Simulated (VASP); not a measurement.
Here is a VASP 6.6.1 calculation.

The input INCAR:

```
SYSTEM = Li2TaO3
ALGO     = Normal         ! electronic algorithm
EDIFF    = 1E-7           ! SCF threshold, eV
EDIFFG   = -0.04          ! ionic threshold
ENCUT    = 600            ! plane-wave cutoff, eV
GGA      = PE             ! functional
IBRION   = 2              ! ionic algorithm
ISIF     = 3              ! what is computed and relaxed
ISMEAR   = 0              ! smearing method
LASPH    = .TRUE.         ! aspherical terms in the spheres
LCHARG   = .FALSE.        ! write CHGCAR
LREAL    = .FALSE.        ! projectors in reciprocal space
LWAVE    = .FALSE.        ! write WAVECAR
NELM     = 100            ! most SCF steps
NSW      = 90             ! ionic steps
PREC     = Accurate       ! precision mode
SIGMA    = 0.1            ! smearing width, eV
```

Contents of KPOINTS:

```
k-points
0
G
  6 6 2
  0 0 0
```

The input POSCAR:

```
Li2TaO3
1.0
    2.8794593800      0.0000000000      0.0000000000
    0.0000000000      2.8794593800      0.0000000000
    0.0000000000      0.0000000000      8.3110331600
Li Ta O
2 1 3
Direct
    0.0000000000      0.0000000000      0.9999432600
    0.5000000000      0.5000000000      0.5015775000
    0.5000000000      0.5000000000      0.1713354600
    0.0000000000      0.0000000000      0.6746923900
    0.0000000000      0.0000000000      0.3274696500
    0.5000000000      0.5000000000      0.8249817500
```

Potentials or basis: VASP PAW PBE potentials, release 64 (Li_sv, Ta_pv, O).

Command:

```console
$ cat potpaw_PBE.64/Li_sv/POTCAR potpaw_PBE.64/Ta_pv/POTCAR potpaw_PBE.64/O/POTCAR > POTCAR
$ mpirun -np 1 vasp_std > vasp.out
```

Q: What does it give for the relaxed volume?

A: 11.99 Å³/atom.

Q: Estimate the relaxed cell.

A: a = 2.871 Å, b = 2.871 Å, c = 8.726 Å, α = 90.00°, β = 90.00°, γ = 90.00°.

Forces on the atoms (eV/Å):
```
Li   0.000  0.000  0.009
Li   0.000  0.000  0.023
Ta   0.000  0.000 -0.013
O    0.000  0.000  0.023
O    0.000  0.000 -0.017
O    0.000  0.000 -0.025
```

Caveat: the k points lie up to 0.36 Å⁻¹ apart in the final cell; the cutoff is under 1.25 times the usual one of these potentials, so pressure, stress and relaxed cells hold a basis-set (Pulay) error; an odd number of electrons without spin polarisation forces a metal; a magnetic or distorted state may lie lower.
